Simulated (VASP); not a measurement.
Cs:

```
Cs
1.0
     4.92260    0.00000    0.00000
     0.00000    4.92260    0.00000
     0.00000    0.00000    4.92260
Cs
1
Direct
  0.00000 0.00000 0.00000
```

This isn't the form of Cs at room conditions, which is bcc.

```yaml
Program: VASP 6.6.1
Task: relaxation of cell and atoms
Functional: RPBE
Potentials_or_basis: VASP PAW PBE potentials, release 64 (Cs_sv)
Cutoff: 600 eV
k_mesh: 7 × 7 × 7
Occupations: fermi-dirac, width 0.1 eV
Spin: no spin polarisation
```

At the start: pressure 0.3 GPa; volume 119.28 Å³/atom.

Q: Where does the relaxation end?

A: Over 5 steps the energy falls by 21.5 meV/atom and the volume is 143.85 Å³/atom (+20.6 %); space group Pm-3m (No. 221, to 0.1 Å) before and after.

Step by step:
```csv
step,energy change (eV),largest force (eV/Å),pressure (GPa),volume (Å³)
1,0.0000,0.0000,0.33,119.28
2,-0.0076,0.0000,0.25,123.52
3,-0.0202,0.0000,0.06,136.84
4,-0.0215,0.0000,0.01,142.37
5,-0.0215,0.0000,0.00,143.85
```

Final structure:
```yaml
crystal:
  lattice:
    - [5.23962, 0.00000, 0.00000]
    - [0.00000, 5.23962, 0.00000]
    - [0.00000, 0.00000, 5.23962]
  atoms:
    - { symbol: Cs, position: [0.00000, 0.00000, 0.00000] }
```

Caveat: the volume moved by over 15 % at a fixed basis, so the end points are rough; the PAW data sets were made with another functional, which shifts forces and pressure a little.
